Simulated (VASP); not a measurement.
# Rb (Im-3m) in VASP: further runs

Runs on Rb. Level: PBEsol. Tasks: single point.

Program: VASP 6.6.1. These are calculated values, not measurements. Logs are shortened: lines on timing, memory, paths and dates and some standing lists are left out, and cuts for length are marked.

**1. The cell of the first run**

The structure is cubic, space group Im-3m (No. 229). The conventional cell has a = 5.715 Å, b = 5.715 Å, c = 5.715 Å, α = 90.00°, β = 90.00°, γ = 90.00°.

**2. Single point, PBEsol (93.33 Å³/atom)**

Contents of INCAR:

```
SYSTEM = Rb
PREC = Accurate
ENCUT = 520
EDIFF = 1E-6
ISMEAR = 0
SIGMA = 0.1
LREAL = .FALSE.
LASPH = .TRUE.
NELM = 100
ALGO = Fast
ISIF = 2
LWAVE = .FALSE.
LCHARG = .FALSE.
GGA = PS
NBANDS = 10
```

Contents of KPOINTS:

```
Automatic mesh
0
G
  10 10 10
  0 0 0
```

Contents of POSCAR:

```
Rb
1.0
   -2.8574649348      2.8574649348      2.8574649348
    2.8574649348     -2.8574649348      2.8574649348
    2.8574649348      2.8574649348     -2.8574649348
Rb
1
Direct
    0.0000000000      0.0000000000      0.0000000000
```

Potentials or basis: VASP PAW PBE potentials, release 64 (Rb_sv).

Launch:

```sh
> cat potpaw_PBE.64/Rb_sv/POTCAR > POTCAR
> mpirun -np 1 vasp_std > vasp.out
```

OUTCAR:

```text
SYSTEM = Rb
   PREC = Accurate
   ENCUT = 520
   EDIFF = 1E-6
   ISMEAR = 0
   LREAL = .FALSE.
   LASPH = .TRUE.
   NELM = 100
   ISIF = 2
   GGA = PS

 ion  position               nearest neighbor table
   1  0.000  0.000  0.000-

  LATTYP: Found a body centered cubic cell.
 ALAT       =     5.7149298696

  Lattice vectors:

 A1 = (  -2.8574649348,   2.8574649348,   2.8574649348)
 A2 = (   2.8574649348,  -2.8574649348,   2.8574649348)
 A3 = (   2.8574649348,   2.8574649348,  -2.8574649348)

Analysis of symmetry for initial positions (statically):
=====================================================================
 Subroutine PRICEL returns:
 Original cell was already a primitive cell.

 Routine SETGRP: Setting up the symmetry group for a
 body centered cubic supercell.

 Subroutine GETGRP returns: Found 48 space group operations
 (whereof 48 operations were pure point group operations)
 out of a pool of 48 trial point group operations.

The static configuration has the point symmetry O_h .

Analysis of symmetry for dynamics (positions and initial velocities):
=====================================================================
 Subroutine PRICEL returns:
 Original cell was already a primitive cell.

 Routine SETGRP: Setting up the symmetry group for a
 body centered cubic supercell.

 Subroutine GETGRP returns: Found 48 space group operations
 (whereof 48 operations were pure point group operations)
 out of a pool of 48 trial point group operations.

The dynamic configuration has the point symmetry O_h .

 Subroutine INISYM returns: Found 48 space group operations
 (whereof 48 operations are pure point group operations),
 and found     1 'primitive' translations

----------------------------------------------------------------------------------------

                                     Primitive cell

  volume of cell :      93.3260

  direct lattice vectors                    reciprocal lattice vectors
    -2.857464935  2.857464935  2.857464935     0.000000000  0.174980275  0.174980275
     2.857464935 -2.857464935  2.857464935     0.174980275  0.000000000  0.174980275
     2.857464935  2.857464935 -2.857464935     0.174980275  0.174980275  0.000000000

  length of vectors
     4.949274448  4.949274448  4.949274448     0.247459478  0.247459478  0.247459478

  position of ions in fractional coordinates (direct lattice)
     0.000000000  0.000000000  0.000000000

  ion indices of the primitive-cell ions
   primitive index   ion index
                 1           1

----------------------------------------------------------------------------------------

 KPOINTS: Automatic mesh

Automatic generation of k-mesh.
 Grid dimensions read from file:
 generate k-points for:   10   10   10

 Generating k-lattice:

  Cartesian coordinates                     Fractional coordinates (reciprocal lattice)
     0.000000000  0.017498027  0.017498027     0.100000000  0.000000000  0.000000000
     0.017498027  0.000000000  0.017498027     0.000000000  0.100000000  0.000000000
     0.017498027  0.017498027  0.000000000     0.000000000  0.000000000  0.100000000

  Length of vectors
     0.024745948  0.024745948  0.024745948

  Shift w.r.t. Gamma in fractional coordinates (k-lattice)
     0.000000000  0.000000000  0.000000000

 Subroutine IBZKPT returns following result:
 ===========================================

 Found     47 irreducible k-points:

 Following reciprocal coordinates:
            Coordinates               Weight
  0.000000  0.000000  0.000000      1.000000
  0.100000  0.000000  0.000000     12.000000
  0.200000  0.000000  0.000000     12.000000
  0.300000  0.000000  0.000000     12.000000
  0.400000  0.000000  0.000000     12.000000
  0.500000  0.000000  0.000000      6.000000
[... 16 lines left out ...]
  0.300000  0.300000  0.100000      8.000000
 -0.300000  0.300000  0.100000     24.000000
 [... further k-points ...]
   k-points           NKPTS =     47   k-points in BZ     NKDIM =     47   number of bands    NBANDS=     10
   number of dos      NEDOS =    301   number of ions     NIONS =      1
   total plane-waves  NPLWV =  64000
   dimension x,y,z NGX =    40 NGY =   40 NGZ =   40
   dimension x,y,z NGXF=    80 NGYF=   80 NGZF=   80
   ions per type =               1
   NGX,Y,Z   is equivalent  to a cutoff of  13.44, 13.44, 13.44 a.u.
   NGXF,Y,Z  is equivalent  to a cutoff of  26.87, 26.87, 26.87 a.u.
 SYSTEM =  Rb
   PREC   = accura    normal or accurate (medium, high low for compatibility)
   ISTART =      0    job   : 0-new  1-cont  2-samecut
   ICHARG =      2    charge: 1-file 2-atom 10-const
   ISPIN  =      1    spin polarized calculation?
   LNONCOLLINEAR =      F non collinear calculations
   LSORBIT =      F    spin-orbit coupling
   LASPH  =      T    aspherical Exc in radial PAW
   ENCUT  =  520.0 eV  38.22 Ry    6.18 a.u.   9.20  9.20  9.20*2*pi/ulx,y,z
   NELM   =    100;   NELMIN=  2; NELMDL= -5     # of ELM steps
   EDIFF  = 0.1E-05   stopping-criterion for ELM
   LREAL  =      F    real-space projection
   EDIFFG = 0.1E-04   stopping-criterion for IOM
   NSW    =      0    number of steps for IOM
   IBRION =     -1    ionic relax: 0-MD 1-quasi-New 2-CG
   NFREE  =      0    steps in history (QN), initial steepest desc. (CG)
   ISIF   =      2    stress and relaxation
   ISYM   =      2    0-nonsym 1-usesym 2-fastsym
   POTIM  = 0.5000    time-step for ionic-motion
   TEBEG  =    0.0;   TEEND  =   0.0 temperature during run
   PSTRESS=    0.0 pullay stress
   NELECT =       9.0000    total number of electrons
   NUPDOWN=      -1.0000    fix difference up-down
   EMIN   =  10.00;   EMAX   =-10.00  energy-range for DOS
   EFERMI =   0.00;   METHOD = LEGACY
   ISMEAR =     0;   SIGMA  =   0.10  broadening in eV -4-tet -1-fermi 0-gaus
   EFERMI_NEDOS =   21; number of points for ismear=-14 and -15
   IALGO  =     68    algorithm
   IMIX   =      4    mixing-type and parameters
     AMIX     =   0.40;   BMIX     =  1.00
     AMIX_MAG =   1.60;   BMIX_MAG =  1.00
  volume/ion in A,a.u.               =      93.33       629.80
  Fermi-wavevector in a.u.,A,eV,Ry     =   0.750737  1.418688  7.668335  0.563607
  Thomas-Fermi vector in A             =   1.847557
   LORBIT       =      0    0 simple, 1 ext, 2 COOP (PROOUT), +10 PAW based schemes
   GGA     = PS    functional components
   LHFCALC =     F    Hartree Fock is set to
   AEXX    =    0.0000 exact exchange contribution
   IVDW    =     0    specifies the selected vdW correction
   LEPSILON=     F    determine dielectric tensor
   LRPA    =     F    only Hartree local field effects (RPA)
 non-spin polarized calculation
 RMM-DIIS sequential band-by-band and
 Gauss-broadening in eV      SIGMA  =   0.10
  energy-cutoff  :      520.00
  volume of cell :       93.33
 maximum number of plane-waves:      2529
 NGX is ok and might be reduce to    40
   NGX = 19   NGY = 19   NGZ = 19

 number of electron       9.0000000 magnetization

 Free energy of the ion-electron system (eV)
  ---------------------------------------------------
  ext. energy  EPLUGINS =         0.00000000
  ---------------------------------------------------
  free energy    TOTEN  =        -1.01995053 eV

  energy without entropy =       -1.01374743  energy(sigma->0) =       -1.01684898

 E-fermi :  -0.1062     XC(G=0):  -5.4586

 val. band max:       -0.1088021492   @ k =  -0.3000   0.4000   0.2000
 cond. band min:      -0.0270510927   @ k =  -0.4000   0.4000   0.2000
 fundamental gap:      0.0817510565
 Fermi energy:        -0.1062334052

 k-point     1 :       0.0000    0.0000    0.0000
  band No.  band energies     occupation
      1     -28.9796      2.00000
      2     -13.0287      2.00000
      3     -13.0287      2.00000
      4     -13.0287      2.00000
      5      -2.0482      2.00000
      6       3.5504      0.00000
      7       3.5504      0.00000
      8       3.5504      0.00000
      9       4.4785      0.00000
     10       4.4785      0.00000

 k-point     2 :       0.1000    0.0000    0.0000
  band No.  band energies     occupation
      1     -28.9792      2.00000
      2     -13.0373      2.00000
      3     -13.0315      2.00000
      4     -13.0287      2.00000
      5      -1.9328      2.00000
      6       3.3597      0.00000
      7       3.3906      0.00000
      8       3.6556      0.00000
      9       4.2629      0.00000
     10       4.4341      0.00000

 k-point     3 :       0.2000    0.0000    0.0000
  band No.  band energies     occupation
      1     -28.9783      2.00000
      2     -13.0597      2.00000
      3     -13.0390      2.00000
      4     -13.0287      2.00000
      5      -1.5966      2.00000
      6       2.7239      0.00000
      7       3.0610      0.00000
      8       3.9661      0.00000
      9       4.2422      0.00000
     10       4.3833      0.00000

 k-point     4 :       0.3000    0.0000    0.0000
  band No.  band energies     occupation
      1     -28.9771      2.00000
      2     -13.0869      2.00000
      3     -13.0482      2.00000
      4     -13.0286      2.00000
      5      -1.0701      2.00000
      6       1.9651      0.00000
      7       2.7510      0.00000
      8       4.3268      0.00000
      9       4.4376      0.00000
     10       4.4663      0.00000

 k-point     5 :       0.4000    0.0000    0.0000
  band No.  band energies     occupation
      1     -28.9762      2.00000
      2     -13.1086      2.00000
      3     -13.0555      2.00000
      4     -13.0286      2.00000
      5      -0.4101      1.99998
      6       1.2165      0.00000
      7       2.5450      0.00000
      8       4.2153      0.00000
      9       4.6493      0.00000
     10       5.1520      0.00000

 k-point     6 :       0.5000    0.0000    0.0000
  band No.  band energies     occupation
      1     -28.9758      2.00000
      2     -13.1168      2.00000
      3     -13.0584      2.00000
      4     -13.0286      2.00000
      5       0.1355      0.00063
      6       0.6543      0.00000
      7       2.4738      0.00000
      8       4.0992      0.00000
      9       4.9900      0.00000
     10       5.0898      0.00000
[... 183 lines left out ...]
 k-point    21 :       0.3000    0.2000    0.1000
  band No.  band energies     occupation
      1     -28.9757      2.00000
      2     -13.0983      2.00000
      3     -13.0678      2.00000
      4     -13.0441      2.00000
      5       0.4030      0.00000
      6       1.1103      0.00000
      7       1.6862      0.00000
      8       3.3274      0.00000
      9       4.8962      0.00000
     10       5.1155      0.00000

 k-point    22 :      -0.2000    0.2000    0.1000
  band No.  band energies     occupation
      1     -28.9779      2.00000
      2     -13.0596      2.00000
      3     -13.0420      2.00000
      4     -13.0357      2.00000
      5      -1.4864      2.00000
      6       2.7566      0.00000
      7       3.0607      0.00000
      8       3.5673      0.00000
      9       3.9716      0.00000
     10       4.8647      0.00000

 k-point    23 :       0.3000    0.3000    0.1000
  band No.  band energies     occupation
      1     -28.9756      2.00000
      2     -13.0839      2.00000
      3     -13.0839      2.00000
      4     -13.0469      2.00000
      5       1.0224      0.00000
      6       1.0224      0.00000
      7       1.1674      0.00000
      8       3.0888      0.00000
      9       5.0115      0.00000
     10       5.0115      0.00000

 k-point    24 :      -0.3000    0.3000    0.1000
  band No.  band energies     occupation
      1     -28.9768      2.00000
      2     -13.0857      2.00000
      3     -13.0513      2.00000
      4     -13.0353      2.00000
      5      -0.9653      2.00000
      6       2.0009      0.00000
      7       2.7848      0.00000
      8       3.6228      0.00000
      9       4.4611      0.00000
     10       4.8883      0.00000

 [... further k-points ...]

------------------------ aborting loop because EDIFF is reached ----------------------------------------

  FORCE on cell =-STRESS in cart. coord.  units (eV):
  Direction    XX          YY          ZZ          XY          YZ          ZX
  --------------------------------------------------------------------------------------
  -------------------------------------------------------------------------------------
  Total       -0.1126422     -0.1126422     -0.1126422     -0.0000000     -0.0000000      0.0000000
  in kB       -1.9337879     -1.9337879     -1.9337879     -0.0000000     -0.0000000      0.0000000
  external PRESSURE =      -1.9337879 kB  Pullay stress =       0.0000000 kB

 VOLUME and BASIS-vectors are now :
 -----------------------------------------------------------------------------
  energy-cutoff  :      520.00
  volume of cell :       93.33
      direct lattice vectors                 reciprocal lattice vectors
    -2.857464935  2.857464935  2.857464935     0.000000000  0.174980275  0.174980275
     2.857464935 -2.857464935  2.857464935     0.174980275  0.000000000  0.174980275
     2.857464935  2.857464935 -2.857464935     0.174980275  0.174980275  0.000000000

 POSITION                                       TOTAL-FORCE (eV/Angst)
 -----------------------------------------------------------------------------------
      0.00000      0.00000      0.00000         0.000000      0.000000     -0.000000
 -----------------------------------------------------------------------------------
    total drift:                               -0.000000      0.000000     -0.000000

  FREE ENERGIE OF THE ION-ELECTRON SYSTEM (eV)
  ---------------------------------------------------
  free  energy   TOTEN  =        -1.0199505309 eV

  energy  without entropy=       -1.0137474253  energy(sigma->0) =       -1.01684898
```

Wall time 41 s (1 thread of Intel Xeon Platinum 8488C (Sapphire Rapids), shared host); peak memory 0.24 GiB.

What came out:

| Quantity | Value |
| --- | --- |
| Free energy | -1.0200 eV |
| Pressure | -0.2 GPa |
| Band gap on the k mesh | zero (an odd number of electrons rules out a gap without spin polarisation) |

Caveat: the PAW data sets were made with another functional, which shifts forces and pressure a little.

**3. Single point, PBEsol (96.85 Å³/atom)**

This run uses another cell than the first one, of 96.85 Å³/atom.

Contents of INCAR:

```
SYSTEM = Rb
  ALGO = Fast
  EDIFF = 1E-6
  ENCUT = 520
  GGA = PS
  ISIF = 2
  ISMEAR = 0
  LASPH = .True.
  LCHARG = .True.
  LELF = .True.
  LREAL = .False.
  LVHAR = .True.
  LWAVE = .False.
  NBANDS = 10
  NELM = 100
  PREC = Accurate
  SIGMA = 0.1
```

Contents of KPOINTS:

```
k-points
0
Gamma
  10 10 10
  0 0 0
```

Contents of POSCAR:

```
Rb
1.0
   -2.8929650236      2.8929650236      2.8929650236
    2.8929650236     -2.8929650236      2.8929650236
    2.8929650236      2.8929650236     -2.8929650236
Rb
1
Direct
    0.0000000000      0.0000000000      0.0000000000
```

Potentials or basis: VASP PAW PBE potentials, release 64 (Rb_sv).

Launch:

```sh
> cat potpaw_PBE.64/Rb_sv/POTCAR > POTCAR
> mpirun -np 1 vasp_std > vasp.out
```

OUTCAR:

```text
SYSTEM = Rb
   EDIFF = 1E-6
   ENCUT = 520
   GGA = PS
   ISIF = 2
   ISMEAR = 0
   LASPH = .True.
   LREAL = .False.
   NELM = 100
   PREC = Accurate

 ion  position               nearest neighbor table
   1  0.000  0.000  0.000-

  LATTYP: Found a body centered cubic cell.
 ALAT       =     5.7859300472

  Lattice vectors:

 A1 = (  -2.8929650236,   2.8929650236,   2.8929650236)
 A2 = (   2.8929650236,  -2.8929650236,   2.8929650236)
[... 491 lines left out ...]
      8       3.4979      0.00000
      9       4.3108      0.00000
     10       4.7371      0.00000

 [... further k-points ...]

------------------------ aborting loop because EDIFF is reached ----------------------------------------

  FORCE on cell =-STRESS in cart. coord.  units (eV):
  Direction    XX          YY          ZZ          XY          YZ          ZX
  --------------------------------------------------------------------------------------
  -------------------------------------------------------------------------------------
  Total       -0.1630544     -0.1630544     -0.1630544      0.0000000      0.0000000      0.0000000
  in kB       -2.6974514     -2.6974514     -2.6974514      0.0000000      0.0000000      0.0000000
  external PRESSURE =      -2.6974514 kB  Pullay stress =       0.0000000 kB

 VOLUME and BASIS-vectors are now :
 -----------------------------------------------------------------------------
  energy-cutoff  :      520.00
  volume of cell :       96.85
      direct lattice vectors                 reciprocal lattice vectors
    -2.892965024  2.892965024  2.892965024     0.000000000  0.172833061  0.172833061
     2.892965024 -2.892965024  2.892965024     0.172833061  0.000000000  0.172833061
     2.892965024  2.892965024 -2.892965024     0.172833061  0.172833061  0.000000000

 POSITION                                       TOTAL-FORCE (eV/Angst)
 -----------------------------------------------------------------------------------
      0.00000      0.00000      0.00000         0.000000     -0.000000     -0.000000
 -----------------------------------------------------------------------------------
    total drift:                                0.000000      0.000000     -0.000000

  FREE ENERGIE OF THE ION-ELECTRON SYSTEM (eV)
  ---------------------------------------------------
  free  energy   TOTEN  =        -1.0148973583 eV

  energy  without entropy=       -1.0086832972  energy(sigma->0) =       -1.01179033
```

stdout:

```text
POSCAR found type information on POSCAR Rb
 POSCAR found :  1 types and       1 ions
 scaLAPACK will be used
 -----------------------------------------------------------------------------
|                                                                             |
|                                                                             |
|     You enforced a specific xc type in the INCAR file but a different       |
|     I HOPE YOU KNOW WHAT YOU ARE DOING!                                     |
|                                                                             |
 -----------------------------------------------------------------------------

 LDA part: xc-table for (Slater+PW92), standard interpolation
 POSCAR, INCAR and KPOINTS ok, starting setup
 FFT: planning ... GRIDC
 FFT: planning ... GRID_SOFT
 FFT: planning ... GRID
 WAVECAR not read
 entering main loop
WARNING in EDDRMM: call to ZHEGV failed, returncode =   8  4      9
```

It took 47 s on 1 thread of Intel Xeon Platinum 8488C (Sapphire Rapids), shared host; peak memory 0.24 GiB.

What came out:

```yaml
Free_energy: -1.0149 eV
Pressure: -0.3 GPa
Band_gap_on_the_k_mesh: zero (an odd number of electrons rules out a gap without spin polarisation)
```

Levels at points of the mesh, in eV from the Fermi level:
```tsv
k point	band 1	band 2	band 3	band 4	band 5	band 6	band 7	band 8	band 9	band 10
(0.00, 0.00, 0.00)	-28.90	-12.95	-12.95	-12.95	-1.89	3.62	3.62	3.62	4.53	4.53
(0.50, 0.00, 0.00)	-28.89	-13.03	-12.97	-12.95	0.25	0.74	2.57	4.13	5.00	5.12
(0.50, 0.50, 0.50)	-28.89	-13.00	-13.00	-13.00	1.30	1.30	3.09	3.09	3.09	4.47
```

Caveat: the PAW data sets were made with another functional, which shifts forces and pressure a little.

The gap in the log of VASP goes by the Fermi energy; the results here count the filled bands.